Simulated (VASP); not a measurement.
# H (Cmce) in VASP: a series of runs

H is run at these levels: r2SCAN; tasks: single point.

Program: VASP 6.6.1. These are calculated values, not measurements. Logs are shortened: lines on timing, memory, paths and dates and some standing lists are left out, and cuts for length are marked.

**1. The cell of the first run**

Symmetry: Cmce, No. 64, orthorhombic system. The conventional cell has a = 5.247 Å, b = 5.134 Å, c = 4.142 Å, α = 90.00°, β = 90.00°, γ = 90.00°. Within 1.0 Å of H (site symmetry m) lie 1 H at 0.74 Å.

**2. Single point, r2SCAN**

POSCAR reads:

```
H
1.0
    2.6234813799     -2.5669048168      0.0000000000
    2.6234813799      2.5669048168      0.0000000000
    0.0000000000      0.0000000000      4.1418180000
H
4
Direct
    0.9532956300      0.0467043700      0.0685088900
    0.4532956300      0.5467043700      0.4314911100
    0.5467043700      0.4532956300      0.5685088900
    0.0467043700      0.9532956300      0.9314911100
```

INCAR.step1 reads:

```
SYSTEM = H
PREC = Accurate
ENCUT = 520
ISMEAR = 0
SIGMA = 0.02
LREAL = .False.
LASPH = .True.
NELM = 80
NBANDS = 10
GGA = PE
ALGO = Normal
EDIFF = 1E-4
LWAVE = .True.
LCHARG = .False.
```

INCAR.step2 reads:

```
SYSTEM = H
PREC = Accurate
ENCUT = 520
EDIFF = 1E-6
ISMEAR = 0
SIGMA = 0.02
LREAL = .False.
LASPH = .True.
NELM = 80
ALGO = Normal
ISIF = 2
LWAVE = .False.
LCHARG = .False.
METAGGA = R2SCAN
LMIXTAU = .True.
NBANDS = 10
ISTART = 1
```

KPOINTS reads:

```
regular mesh
0
Gamma
  8 8 6
  0 0 0
```

Potentials or basis: VASP PAW PBE potentials, release 64 (H).

On the command line:

```console
cat potpaw_PBE.64/H/POTCAR > POTCAR
cp INCAR.step1 INCAR
mpirun -np 1 vasp_std > vasp.out
cp INCAR.step2 INCAR
mpirun -np 1 vasp_std > vasp.out
```

OUTCAR:

```text
SYSTEM = H
   PREC = Accurate
   ENCUT = 520
   EDIFF = 1E-6
   ISMEAR = 0
   LREAL = .False.
   LASPH = .True.
   NELM = 80
   ISIF = 2
   METAGGA = R2SCAN
   ISTART = 1

 ion  position               nearest neighbor table
   1  0.953  0.047  0.069-   4 0.74
   2  0.453  0.547  0.431-   3 0.74
   3  0.547  0.453  0.569-   2 0.74
   4  0.047  0.953  0.931-   1 0.74

  LATTYP: Found a base centered orthorhombic cell.
 ALAT       =     5.1338096336
 B/A-ratio  =     1.0220407717
 C/A-ratio  =     0.8067728053

  Lattice vectors:

 A1 = (  -2.6234813799,  -2.5669048168,   0.0000000000)
 A2 = (   2.6234813799,  -2.5669048168,   0.0000000000)
 A3 = (   0.0000000000,   0.0000000000,   4.1418180000)

Analysis of symmetry for initial positions (statically):
=====================================================================
 Subroutine PRICEL returns:
 Original cell was already a primitive cell.

 Routine SETGRP: Setting up the symmetry group for a
 base centered orthorhombic supercell.

 Subroutine GETGRP returns: Found  8 space group operations
 (whereof  4 operations were pure point group operations)
 out of a pool of  8 trial point group operations.

The static configuration has the point symmetry C_2h.
 The point group associated with its full space group is D_2h.

Analysis of symmetry for dynamics (positions and initial velocities):
=====================================================================
 Subroutine PRICEL returns:
 Original cell was already a primitive cell.

 Routine SETGRP: Setting up the symmetry group for a
 base centered orthorhombic supercell.

 Subroutine GETGRP returns: Found  8 space group operations
 (whereof  4 operations were pure point group operations)
 out of a pool of  8 trial point group operations.

The dynamic configuration has the point symmetry C_2h.
 The point group associated with its full space group is D_2h.

 Subroutine INISYM returns: Found  8 space group operations
 (whereof  4 operations are pure point group operations),
 and found     1 'primitive' translations

----------------------------------------------------------------------------------------

                                     Primitive cell

  volume of cell :      55.7839

[... 98 lines left out ...]
   ISIF   =      2    stress and relaxation
   ISYM   =      2    0-nonsym 1-usesym 2-fastsym
   POTIM  = 0.5000    time-step for ionic-motion
   TEBEG  =    0.0;   TEEND  =   0.0 temperature during run
   PSTRESS=    0.0 pullay stress
   NELECT =       4.0000    total number of electrons
   NUPDOWN=      -1.0000    fix difference up-down
   EMIN   =  10.00;   EMAX   =-10.00  energy-range for DOS
   EFERMI =   0.00;   METHOD = LEGACY
   ISMEAR =     0;   SIGMA  =   0.02  broadening in eV -4-tet -1-fermi 0-gaus
   EFERMI_NEDOS =   21; number of points for ismear=-14 and -15
   IALGO  =     38    algorithm
   IMIX   =      4    mixing-type and parameters
     AMIX     =   0.40;   BMIX     =  1.00
     AMIX_MAG =   1.60;   BMIX_MAG =  1.00
  volume/ion in A,a.u.               =      13.95        94.11
  Fermi-wavevector in a.u.,A,eV,Ry     =   0.680130  1.285259  6.293739  0.462577
  Thomas-Fermi vector in A             =   1.758530
   LORBIT       =      0    0 simple, 1 ext, 2 COOP (PROOUT), +10 PAW based schemes
   METAGGA = R2SCAN    functional components
   LHFCALC =     F    Hartree Fock is set to
   AEXX    =    0.0000 exact exchange contribution
   IVDW    =     0    specifies the selected vdW correction
   LEPSILON=     F    determine dielectric tensor
   LRPA    =     F    only Hartree local field effects (RPA)
 non-spin polarized calculation
 Gauss-broadening in eV      SIGMA  =   0.02
  energy-cutoff  :      520.00
  volume of cell :       55.78
 maximum number of plane-waves:      1518
   NGX = 13   NGY = 13   NGZ = 15

 number of electron       4.0000002 magnetization

 Free energy of the ion-electron system (eV)
  ---------------------------------------------------
  ext. energy  EPLUGINS =         0.00000000
  ---------------------------------------------------
  free energy    TOTEN  =       -13.81233160 eV

  energy without entropy =      -13.81233160  energy(sigma->0) =      -13.81233160

 E-fermi :  -8.9195     XC(G=0):  -4.8187

 val. band max:       -9.0495728632   @ k =   0.0000   0.0000   0.0000
 cond. band min:       1.0472319601   @ k =   0.5000  -0.0000   0.5000
 fundamental gap:     10.0968048233
 Fermi energy:        -8.9195472543

 k-point     1 :       0.0000    0.0000    0.0000
  band No.  band energies     occupation
      1     -10.8320      2.00000
      2      -9.0496      2.00000
      3       3.2161      0.00000
      4       4.7655      0.00000
      5       4.9965      0.00000
      6       7.2901      0.00000
      7       7.6038      0.00000
      8       9.2024      0.00000
      9      11.0299      0.00000
     10      11.8191      0.00000
[... 287 lines left out ...]
 k-point    24 :       0.2500   -0.0000    0.1667
  band No.  band energies     occupation
      1     -10.4176      2.00000
      2      -9.2866      2.00000
      3       2.5071      0.00000
      4       3.0850      0.00000
      5       5.2043      0.00000
      6       7.0300      0.00000
      7       9.4289      0.00000
      8       9.8292      0.00000
      9      11.2384      0.00000
     10      12.2001      0.00000

 [... further k-points ...]

------------------------ aborting loop because EDIFF is reached ----------------------------------------

  FORCE on cell =-STRESS in cart. coord.  units (eV):
  Direction    XX          YY          ZZ          XY          YZ          ZX
  --------------------------------------------------------------------------------------
  -------------------------------------------------------------------------------------
  Total       -0.0445578     -0.0686710     -0.0591173      0.0000000      0.0000000      0.0000000
  in kB       -1.2797507     -1.9723095     -1.6979174      0.0000000      0.0000000      0.0000000
  external PRESSURE =      -1.6499925 kB  Pullay stress =       0.0000000 kB

 VOLUME and BASIS-vectors are now :
 -----------------------------------------------------------------------------
  energy-cutoff  :      520.00
  volume of cell :       55.78
      direct lattice vectors                 reciprocal lattice vectors
     2.623481380 -2.566904817  0.000000000     0.190586449 -0.194787121  0.000000000
     2.623481380  2.566904817  0.000000000     0.190586449  0.194787121  0.000000000
     0.000000000  0.000000000  4.141818000     0.000000000  0.000000000  0.241439870

 POSITION                                       TOTAL-FORCE (eV/Angst)
 -----------------------------------------------------------------------------------
      2.62348     -2.32713      0.28375         0.000000     -0.017388     -0.019851
      2.62348      0.23977      1.78716         0.000000     -0.017388      0.019851
      2.62348     -0.23977      2.35466         0.000000      0.017388     -0.019851
      2.62348      2.32713      3.85807         0.000000      0.017388      0.019851
 -----------------------------------------------------------------------------------
    total drift:                                0.000000     -0.000000      0.000000

  FREE ENERGIE OF THE ION-ELECTRON SYSTEM (eV)
  ---------------------------------------------------
  free  energy   TOTEN  =       -13.8123316034 eV

  energy  without entropy=      -13.8123316034  energy(sigma->0) =      -13.81233160
```

OSZICAR.step1:

```text
N       E                     dE             d eps       ncg     rms          rms(c)
DAV:   1    -0.104838250196E+02   -0.10484E+02   -0.11011E+03  1680   0.257E+02
DAV:   2    -0.146973849939E+02   -0.42136E+01   -0.41830E+01  2264   0.397E+01
DAV:   3    -0.147891740102E+02   -0.91789E-01   -0.91744E-01  1940   0.482E+00
DAV:   4    -0.147894244126E+02   -0.25040E-03   -0.25040E-03  1920   0.309E-01
DAV:   5    -0.147894253231E+02   -0.91042E-06   -0.91042E-06  1838   0.179E-02    0.633E+00
DAV:   6    -0.139628818310E+02    0.82654E+00   -0.37433E-01  1758   0.220E+00    0.346E+00
DAV:   7    -0.135701546039E+02    0.39273E+00   -0.86997E-01  1762   0.349E+00    0.413E-01
DAV:   8    -0.135804350542E+02   -0.10280E-01   -0.18495E-02  1760   0.580E-01    0.291E-01
DAV:   9    -0.135774404319E+02    0.29946E-02   -0.56952E-03  1776   0.283E-01    0.203E-02
DAV:  10    -0.135774552775E+02   -0.14846E-04   -0.12425E-04  1788   0.644E-02
   1 F= -.13577455E+02 E0= -.13577455E+02  d E =-.165625E-17
```

It took 83 s on 1 thread of Intel Xeon Platinum 8559C (Emerald Rapids), shared host; peak memory 0.18 GiB.

Results:

- Free energy: -13.8123 eV
- Pressure: -0.2 GPa
- Largest force: 0.026 eV/Å
- Band gap on the k mesh: 10.10 eV, indirect (least direct gap 10.71 eV)

Forces in eV/Å, atoms in the order of the input:
```
H    0.000 -0.017 -0.020
H    0.000 -0.017  0.020
H    0.000  0.017 -0.020
H    0.000  0.017  0.020
```

Levels at points of the mesh, in eV from the valence-band top:
```csv
k point,band 1,band 2,band 3,band 4,band 5,band 6
"(0.00, 0.00, 0.00)",-1.78,0.00,12.27,13.82,14.05,16.34
"(0.50, 0.00, 0.00)",-0.75,-0.75,11.75,11.75,14.87,14.87
"(0.50, 0.50, 0.00)",-0.59,-0.42,10.44,11.36,15.01,16.66
"(0.00, 0.00, 0.50)",-0.89,-0.89,11.39,11.39,16.69,16.69
"(0.50, 0.00, 0.50)",-0.62,-0.62,10.10,10.10,17.24,17.24
"(0.50, 0.50, 0.50)",-0.41,-0.41,11.86,11.86,13.60,13.60
```

Caveat: the PAW data sets were made with another functional, which shifts forces and pressure a little. r2SCAN opens gaps a little over a GGA but as a rule still falls short of measured ones.

**3. Single point, r2SCAN**

POSCAR is that of step 2.

INCAR.step1 reads:

```
SYSTEM = H
ALGO     = Normal         ! electronic algorithm
EDIFF    = 1E-4           ! SCF threshold, eV
ENCUT    = 520            ! plane-wave cutoff, eV
GGA      = PE             ! functional
ISMEAR   = 0              ! smearing method
LASPH    = .True.         ! aspherical terms in the spheres
LCHARG   = .False.        ! write CHGCAR
LREAL    = .False.        ! projectors in reciprocal space
LWAVE    = .True.         ! write WAVECAR
NBANDS   = 10             ! bands
NELM     = 60             ! most SCF steps
PREC     = Accurate       ! precision mode
SIGMA    = 0.02           ! smearing width, eV
```

INCAR.step2 reads:

```
SYSTEM = H
ALGO     = Normal         ! electronic algorithm
EDIFF    = 1E-6           ! SCF threshold, eV
ENCUT    = 520            ! plane-wave cutoff, eV
ISIF     = 2              ! what is computed and relaxed
ISMEAR   = 0              ! smearing method
ISTART   = 1            
LASPH    = .True.         ! aspherical terms in the spheres
LCHARG   = .False.        ! write CHGCAR
LMIXTAU  = .True.       
LREAL    = .False.        ! projectors in reciprocal space
LWAVE    = .False.        ! write WAVECAR
METAGGA  = R2SCAN         ! meta-GGA
NBANDS   = 10             ! bands
NELM     = 60             ! most SCF steps
PREC     = Accurate       ! precision mode
SIGMA    = 0.02           ! smearing width, eV
```

KPOINTS reads:

```
k-points
0
Gamma
  8 8 8
  0 0 0
```

Potentials or basis: VASP PAW PBE potentials, release 64 (H).

On the command line:

```console
cat potpaw_PBE.64/H/POTCAR > POTCAR
cp INCAR.step1 INCAR
mpirun -np 1 vasp_std > vasp.out
cp INCAR.step2 INCAR
mpirun -np 1 vasp_std > vasp.out
```

Run time: 1.7 min. Hardware: 1 thread of Intel Xeon Platinum 8559C (Emerald Rapids), shared host; peak memory 0.18 GiB.

The run converged. Its results:

| Property | Result |
| --- | --- |
| Free energy | -13.8123 eV |
| Pressure | -0.2 GPa |
| Largest force | 0.026 eV/Å |
| Band gap on the k mesh | 10.10 eV, indirect (least direct gap 10.71 eV) |

Forces on the atoms (eV/Å):
```
H    0.000 -0.017 -0.020
H    0.000 -0.017  0.020
H    0.000  0.017 -0.020
H    0.000  0.017  0.020
```

Levels at points of the mesh, in eV from the valence-band top:
| k point | band 1 | band 2 | band 3 | band 4 | band 5 | band 6 |
| --- | --- | --- | --- | --- | --- | --- |
| (0.00, 0.00, 0.00) | -1.78 | 0.00 | 12.27 | 13.82 | 14.05 | 16.34 |
| (0.50, 0.00, 0.00) | -0.75 | -0.75 | 11.75 | 11.75 | 14.87 | 14.87 |
| (0.50, 0.50, 0.00) | -0.59 | -0.42 | 10.44 | 11.36 | 15.01 | 16.66 |
| (0.00, 0.00, 0.50) | -0.89 | -0.89 | 11.39 | 11.39 | 16.69 | 16.69 |
| (0.50, 0.00, 0.50) | -0.62 | -0.62 | 10.10 | 10.10 | 17.24 | 17.24 |
| (0.50, 0.50, 0.50) | -0.41 | -0.41 | 11.86 | 11.86 | 13.60 | 13.60 |

Caveat: the PAW data sets were made with another functional, which shifts forces and pressure a little.
